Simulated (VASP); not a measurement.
Here is a VASP 6.6.1 calculation.

File INCAR:

```
SYSTEM = Au
PREC = Accurate
ENCUT = 520
EDIFF = 1E-7
ISMEAR = 0
SIGMA = 0.15
LREAL = .False.
LASPH = .True.
NELM = 80
ALGO = Fast
ISIF = 2
LWAVE = .False.
LCHARG = .False.
GGA = PE
NBANDS = 12
```

The input KPOINTS:

```
Automatic mesh
0
Gamma
  20 20 20
  0 0 0
```

File POSCAR:

```
Au
1.0
    0.0000000000      2.0455000000      1.9636800000
    2.0455000000      0.0000000000      1.9636800000
    2.0455000000      2.0455000000      0.0000000000
Au
1
Direct
    0.0000000000      0.0000000000      0.0000000000
```

Potentials or basis: VASP PAW PBE potentials, release 64 (Au).

Run with:

```console
$ cat potpaw_PBE.64/Au/POTCAR > POTCAR
$ mpirun -np 1 vasp_std > vasp.out
```

Question: What does it give for the pressure?

Answer: 16.1 GPa.

Stress tensor (GPa, compression positive):
```
15.67  0.00  0.00
 0.00 15.67  0.00
 0.00  0.00 16.99
```

Caveat: the cell differs from its parent crystal (strain +0.000 along x and y, -0.040 along z).
